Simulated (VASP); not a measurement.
# I (Fmmm) in VASP: further runs

I is run at these levels: RPBE+D4, revPBE+D3(BJ), PBEsol; tasks: relaxation of cell and atoms, single point.

All numbers are computed with VASP 6.6.1; they aren't measurements. Logs are shortened: lines on timing, memory, paths and dates and some standing lists are left out, and cuts for length are marked.

### Step 1. The cell of the first run

Symmetry: Fmmm, No. 69, orthorhombic system. Conventional cell: a = 4.384 Å, b = 4.731 Å, c = 7.820 Å, α = 90.00°, β = 90.00°, γ = 90.00°. Within 4.2 Å of I (site symmetry mmm) lie 4 I at 3.23 Å.

### Step 2. Relaxation of cell and atoms, RPBE+D4

INCAR

```
SYSTEM = I
ALGO = Normal
EDIFF = 1E-6
EDIFFG = -0.005
ENCUT = 600
GGA = RP
IBRION = 2
ISIF = 3
ISMEAR = -1
IVDW = 13
LASPH = .TRUE.
LCHARG = .FALSE.
LREAL = .FALSE.
LWAVE = .FALSE.
NELM = 60
NSW = 80
PREC = Accurate
SIGMA = 0.05
```

KPOINTS

```
k-points
0
G
  9 9 9
  0 0 0
```

POSCAR

```
I
1.0
    0.0000000000      2.3656004428      3.9098401324
    2.1922454667      0.0000000000      3.9098401324
    2.1922454667      2.3656004428      0.0000000000
I
1
Direct
    0.0000000000      0.0000000000      0.0000000000
```

Potentials or basis: VASP PAW PBE potentials, release 64 (I).

Run with:

```
> cat potpaw_PBE.64/I/POTCAR > POTCAR
> mpirun -np 1 vasp_std > vasp.out
```

OUTCAR:

```text
SYSTEM = I
   EDIFF = 1E-6
   EDIFFG = -0.005
   ENCUT = 600
   GGA = RP
   IBRION = 2
   ISIF = 3
   ISMEAR = -1
   IVDW = 13
   LASPH = .TRUE.
   LREAL = .FALSE.
   NELM = 60
   NSW = 80
   PREC = Accurate

 ion  position               nearest neighbor table
   1  0.000  0.000  0.000-

  LATTYP: Found a face centered orthorhombic cell.
 ALAT       =     4.3844909334
 B/A-ratio  =     1.0790764441
 C/A-ratio  =     1.7834864717

  Lattice vectors:

 A1 = (   0.0000000000,   2.3656004428,   3.9098401324)
 A2 = (   2.1922454667,   0.0000000000,   3.9098401324)
 A3 = (   2.1922454667,   2.3656004428,   0.0000000000)

Analysis of symmetry for initial positions (statically):
=====================================================================
 Subroutine PRICEL returns:
 Original cell was already a primitive cell.

 Routine SETGRP: Setting up the symmetry group for a
 face centered orthorhombic supercell.

 Subroutine GETGRP returns: Found  8 space group operations
 (whereof  8 operations were pure point group operations)
 out of a pool of  8 trial point group operations.

The static configuration has the point symmetry D_2h.

Analysis of symmetry for dynamics (positions and initial velocities):
=====================================================================
 Subroutine PRICEL returns:
 Original cell was already a primitive cell.

 Routine SETGRP: Setting up the symmetry group for a
 face centered orthorhombic supercell.

 Subroutine GETGRP returns: Found  8 space group operations
 (whereof  8 operations were pure point group operations)
 out of a pool of  8 trial point group operations.

The dynamic configuration has the point symmetry D_2h.

 Subroutine INISYM returns: Found  8 space group operations
 (whereof  8 operations are pure point group operations),
 and found     1 'primitive' translations

----------------------------------------------------------------------------------------

                                     Primitive cell

  volume of cell :      40.5527

  direct lattice vectors                    reciprocal lattice vectors
     0.000000000  2.365600443  3.909840132    -0.228076649  0.211362828  0.127882467
     2.192245467  0.000000000  3.909840132     0.228076649 -0.211362828  0.127882467
     2.192245467  2.365600443  0.000000000     0.228076649  0.211362828 -0.127882467

  length of vectors
     4.569782852  4.482498193  3.225214046     0.336224818  0.336224818  0.336224818

  position of ions in fractional coordinates (direct lattice)
     0.000000000  0.000000000  0.000000000

  ion indices of the primitive-cell ions
   primitive index   ion index
                 1           1

----------------------------------------------------------------------------------------

 KPOINTS: k-points

Automatic generation of k-mesh.
 Grid dimensions read from file:
 generate k-points for:    9    9    9

 Generating k-lattice:

  Cartesian coordinates                     Fractional coordinates (reciprocal lattice)
    -0.025341850  0.023484759  0.014209163     0.111111111  0.000000000  0.000000000
     0.025341850 -0.023484759  0.014209163     0.000000000  0.111111111  0.000000000
     0.025341850  0.023484759 -0.014209163     0.000000000  0.000000000  0.111111111

  Length of vectors
     0.037358313  0.037358313  0.037358313

  Shift w.r.t. Gamma in fractional coordinates (k-lattice)
     0.000000000  0.000000000  0.000000000

 Subroutine IBZKPT returns following result:
 ===========================================

 Found    125 irreducible k-points:

 Following reciprocal coordinates:
            Coordinates               Weight
  0.000000  0.000000  0.000000      1.000000
  0.111111  0.000000  0.000000      8.000000
  0.222222  0.000000  0.000000      8.000000
  0.333333  0.000000  0.000000      8.000000
  0.444444  0.000000  0.000000      8.000000
  0.111111  0.111111  0.000000      2.000000
[... 16 lines left out ...]
 -0.333333  0.333333 -0.000000      4.000000
  0.444444  0.444444  0.000000      2.000000
 [... further k-points ...]
   k-points           NKPTS =    125   k-points in BZ     NKDIM =    125   number of bands    NBANDS=      7
   number of dos      NEDOS =    301   number of ions     NIONS =      1
   total plane-waves  NPLWV =  40320
   dimension x,y,z NGX =    40 NGY =   36 NGZ =   28
   dimension x,y,z NGXF=    80 NGYF=   72 NGZF=   56
   ions per type =               1
   NGX,Y,Z   is equivalent  to a cutoff of  14.55, 13.35, 14.43 a.u.
   NGXF,Y,Z  is equivalent  to a cutoff of  29.10, 26.70, 28.87 a.u.
 SYSTEM =  I
   PREC   = accura    normal or accurate (medium, high low for compatibility)
   ISTART =      0    job   : 0-new  1-cont  2-samecut
   ICHARG =      2    charge: 1-file 2-atom 10-const
   ISPIN  =      1    spin polarized calculation?
   LNONCOLLINEAR =      F non collinear calculations
   LSORBIT =      F    spin-orbit coupling
   LASPH  =      T    aspherical Exc in radial PAW
   ENCUT  =  600.0 eV  44.10 Ry    6.64 a.u.   9.13  8.95  6.44*2*pi/ulx,y,z
   NELM   =     60;   NELMIN=  2; NELMDL= -5     # of ELM steps
   EDIFF  = 0.1E-05   stopping-criterion for ELM
   LREAL  =      F    real-space projection
   EDIFFG = -.5E-02   stopping-criterion for IOM
   NSW    =     80    number of steps for IOM
   IBRION =      2    ionic relax: 0-MD 1-quasi-New 2-CG
   NFREE  =      1    steps in history (QN), initial steepest desc. (CG)
   ISIF   =      3    stress and relaxation
   ISYM   =      2    0-nonsym 1-usesym 2-fastsym
   POTIM  = 0.5000    time-step for ionic-motion
   TEBEG  =    0.0;   TEEND  =   0.0 temperature during run
   PSTRESS=    0.0 pullay stress
   NELECT =       7.0000    total number of electrons
   NUPDOWN=      -1.0000    fix difference up-down
   EMIN   =  10.00;   EMAX   =-10.00  energy-range for DOS
   EFERMI =   0.00;   METHOD = LEGACY
   ISMEAR =    -1;   SIGMA  =   0.05  broadening in eV -4-tet -1-fermi 0-gaus
   EFERMI_NEDOS =   21; number of points for ismear=-14 and -15
   IALGO  =     38    algorithm
   IMIX   =      4    mixing-type and parameters
     AMIX     =   0.40;   BMIX     =  1.00
     AMIX_MAG =   1.60;   BMIX_MAG =  1.00
  volume/ion in A,a.u.               =      40.55       273.66
  Fermi-wavevector in a.u.,A,eV,Ry     =   0.911523  1.722529 11.304731  0.830874
  Thomas-Fermi vector in A             =   2.035812
   LORBIT       =      0    0 simple, 1 ext, 2 COOP (PROOUT), +10 PAW based schemes
   GGA     = RP    functional components
   LHFCALC =     F    Hartree Fock is set to
   AEXX    =    0.0000 exact exchange contribution
   IVDW    =    13    specifies the selected vdW correction
   LEPSILON=     F    determine dielectric tensor
   LRPA    =     F    only Hartree local field effects (RPA)
 conjugate gradient relaxation of ions
 non-spin polarized calculation
  energy-cutoff  :      600.00
  volume of cell :       40.55
 maximum number of plane-waves:      1376
 NGX is ok and might be reduce to    40
   NGX = 19   NGY = 17   NGZ = 13

--------------------------------------- Ionic step        1  -------------------------------------------

 number of electron       6.9999999 magnetization

 Free energy of the ion-electron system (eV)
  ---------------------------------------------------
  ext. energy  EPLUGINS =         0.00000000
  ---------------------------------------------------
  free energy    TOTEN  =        -1.09028618 eV

  energy without entropy =       -1.08522305  energy(sigma->0) =       -1.08775461

------------------------ aborting loop because EDIFF is reached ----------------------------------------

  DFT-D4 for vdW energy calculation

  Edisp (eV):   -0.63463

  FORCE on cell =-STRESS in cart. coord.  units (eV):
  Direction    XX          YY          ZZ          XY          YZ          ZX
  --------------------------------------------------------------------------------------
  -------------------------------------------------------------------------------------
  Total      -0.28885    -0.29443    -0.37517     0.00000     0.00000     0.00000
  in kB     -11.41211   -11.63244   -14.82234     0.00000     0.00000     0.00000
  external pressure =      -12.62 kB  Pullay stress =        0.00 kB
[... 94 lines left out ...]
  FREE ENERGIE OF THE ION-ELECTRON SYSTEM (eV)
  ---------------------------------------------------
  free  energy   TOTEN  =        -1.7350777996 eV

  energy  without entropy=       -1.7307858876  energy(sigma->0) =       -1.73293184

 E-fermi :   4.9342     XC(G=0):  -8.7500

 val. band max:        4.9337476743   @ k =   0.1111   0.0000   0.1111
 cond. band min:       4.9539846728   @ k =  -0.2222   0.0000   0.1111
 fundamental gap:      0.0202369985
 Fermi energy:         4.9342021045

 k-point     1 :       0.0000    0.0000    0.0000
  band No.  band energies     occupation
      1      -9.3005      2.00000
      2       3.5444      2.00000
      3       5.8237      0.00000
      4       6.1225      0.00000
      5      10.2943      0.00000
      6      12.5206      0.00000
      7      13.5892      0.00000
[... 221 lines left out ...]
 k-point    24 :       0.4444    0.4444    0.0000
  band No.  band energies     occupation
      1      -8.7744      2.00000
      2       0.2965      2.00000
      3       5.3431      0.00056
      4       5.6957      0.00000
      5      11.6060      0.00000
      6      11.9831      0.00000
      7      17.5954      0.00000

 [... further k-points ...]

[... ionic steps 4 to 23 ...]

--------------------------------------- Ionic step       24  -------------------------------------------

 number of electron       7.0000000 magnetization

------------------------ aborting loop because EDIFF is reached ----------------------------------------

  DFT-D4 for vdW energy calculation

  Edisp (eV):   -0.76948
[... 67 lines left out ...]
  energy  without entropy=       -1.7507025541  energy(sigma->0) =       -1.75349406

--------------------------------------- Ionic step       26  -------------------------------------------

 number of electron       7.0000000 magnetization

 Free energy of the ion-electron system (eV)
  ---------------------------------------------------
  ext. energy  EPLUGINS =         0.00000000
  ---------------------------------------------------
  free energy    TOTEN  =        -0.98698014 eV

  energy without entropy =       -0.98140770  energy(sigma->0) =       -0.98419392

 E-fermi :   5.0691     XC(G=0):  -8.8190

 val. band max:        5.0123430930   @ k =   0.2222   0.1111   0.1111
 cond. band min:       5.0822685906   @ k =   0.1111   0.0000   0.1111
 fundamental gap:      0.0699254975
 Fermi energy:         5.0691118284

 k-point     1 :       0.0000    0.0000    0.0000
  band No.  band energies     occupation
      1      -9.2093      2.00000
      2       3.7524      2.00000
      3       6.1243      0.00000
      4       6.1321      0.00000
      5      10.5140      0.00000
      6      12.6173      0.00000
      7      13.7895      0.00000
[... 221 lines left out ...]
 k-point    24 :       0.4444    0.4444    0.0000
  band No.  band energies     occupation
      1      -8.6448      2.00000
      2       0.3661      2.00000
      3       5.6274      0.00003
      4       5.6367      0.00002
      5      11.6491      0.00000
      6      12.0746      0.00000
      7      17.9666      0.00000

 [... further k-points ...]

------------------------ aborting loop because EDIFF is reached ----------------------------------------

  DFT-D4 for vdW energy calculation

  Edisp (eV):   -0.76934

  FORCE on cell =-STRESS in cart. coord.  units (eV):
  Direction    XX          YY          ZZ          XY          YZ          ZX
  --------------------------------------------------------------------------------------
  -------------------------------------------------------------------------------------
  Total      -0.00322    -0.00084    -0.00410     0.00000     0.00000     0.00000
  in kB      -0.14677    -0.03813    -0.18653     0.00000     0.00000     0.00000
  external pressure =       -0.12 kB  Pullay stress =        0.00 kB
[... 16 lines left out ...]
  FREE ENERGIE OF THE ION-ELECTRON SYSTEM (eV)
  ---------------------------------------------------
  free  energy   TOTEN  =        -1.7563155907 eV

  energy  without entropy=       -1.7507431442  energy(sigma->0) =       -1.75352937

 reached required accuracy - stopping structural energy minimisation
```

Run time: 14 min. Hardware: 1 thread of Intel Xeon 8259CL, shared host; peak memory 0.23 GiB.

Results:

| Quantity | Value |
| --- | --- |
| Free energy | -1.7563 eV |
| Relaxed volume | 35.19 Å³/atom |
| Relaxed cell | a = 4.133 Å, b = 4.136 Å, c = 3.186 Å, α = 67.29°, β = 67.38°, γ = 45.33° |
| Space group after relaxing (to 0.1 Å) | I4/mmm (No. 139) |
| Energy gained by relaxing | 31.4 meV/atom |
| Ionic steps | 26 |
| Pressure after relaxing | 0.0 GPa |
| Band gap on the k mesh | zero (an odd number of electrons rules out a gap without spin polarisation) |
| Dispersion energy per atom | -0.769 eV |

Step by step:
```csv
step,energy change (eV),largest force (eV/Å),pressure (GPa),volume (Å³)
1,0.0000,0.0000,-1.26,40.55
2,-0.0096,0.0000,-0.22,38.71
3,-0.0102,0.0000,0.08,38.20
4,-0.0182,0.0000,0.15,37.30
5,-0.0287,0.0000,0.55,34.62
6,-0.0290,0.0000,0.43,35.09
7,-0.0290,0.0000,0.49,34.98
8,-0.0296,0.0000,-0.31,35.66
9,-0.0299,0.0000,-0.02,35.39
10,-0.0299,0.0000,-0.03,35.40
11,-0.0300,0.0000,-0.03,35.40
12,-0.0304,0.0000,-0.03,35.38
13,-0.0310,0.0000,-0.03,35.34
14,-0.0314,0.0000,-0.06,35.24
15,-0.0314,0.0000,-0.06,35.25
16,-0.0314,0.0000,-0.06,35.25
17,-0.0311,0.0000,0.26,34.89
18,-0.0314,0.0000,-0.01,35.19
19,-0.0314,0.0000,-0.02,35.18
20,-0.0313,0.0000,0.12,35.04
21,-0.0314,0.0000,0.03,35.17
22,-0.0314,0.0000,0.01,35.18
23,-0.0314,0.0000,0.01,35.18
24,-0.0314,0.0000,0.01,35.18
25,-0.0314,0.0000,-0.09,35.22
26,-0.0314,0.0000,-0.01,35.19
```

Final structure:
```xyz
1
Lattice="0.0000 2.2505 3.4665 2.2554 0.0000 3.4665 2.2554 2.2505 0.0000" Properties=species:S:1:pos:R:3 pbc="T T T"
I     0.0000    0.0000    0.0000
```

Caveat: the PAW data sets were made with another functional, which shifts forces and pressure a little; spin-orbit coupling is left out, which moves the levels of the heavy elements; an odd number of electrons without spin polarisation forces a metal; a magnetic or distorted state may lie lower.

(Continued in part 2 of 2.)
